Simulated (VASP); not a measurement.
Write the native input for VASP 6.6.1 that does the following.

* Task: single point
* Functional: PBE
* Potentials or basis: VASP PAW PBE potentials, release 64 (Mg)
* Cutoff: 520 eV
* k mesh: 9 × 9 × 9
* Occupations: fermi-dirac, width 0.1 eV
* Spin: no spin polarisation
* Dipole correction: no
* Further INCAR settings: ALGO = Normal; EDIFF = 1e-07; NBANDS = 9

The structure of Mg lies in POSCAR:

```
Mg
1.0
    0.0000000000      3.5639693018      3.5639693018
    3.5639693018      0.0000000000      3.5639693018
    3.5639693018      3.5639693018      0.0000000000
Mg
2
Direct
    0.1250000000      0.1250000000      0.1250000000
    0.8750000000      0.8750000000      0.8750000000
```

This cell differs from its parent crystal: volume scaled by 1.12.

These files were run (other wordings do the same):

INCAR

```
ALGO = Normal
EDIFF = 1E-7
ENCUT = 520
GGA = PE
ISIF = 2
ISMEAR = -1
LASPH = T
LCHARG = F
LREAL = F
LWAVE = F
NBANDS = 9
NELM = 80
PREC = Accurate
SIGMA = 0.1
```

KPOINTS

```
k-points
0
Gamma
  9 9 9
```

Potentials or basis: VASP PAW PBE potentials, release 64 (Mg).

The run is started by

```console
$ cat potpaw_PBE.64/Mg/POTCAR > POTCAR
$ mpirun -np 1 vasp_std > vasp.out
```

It gave:

The pressure is -1.0 GPa. The band gap on the k mesh is zero (band 2 reaches 2.69 eV, above the bottom of band 3 at -0.56 eV).

Run time: 19 s on 1 thread of AMD EPYC 9R45 96-Core Processor (Zen 5), on a shared host, peak memory 0.2 GiB.
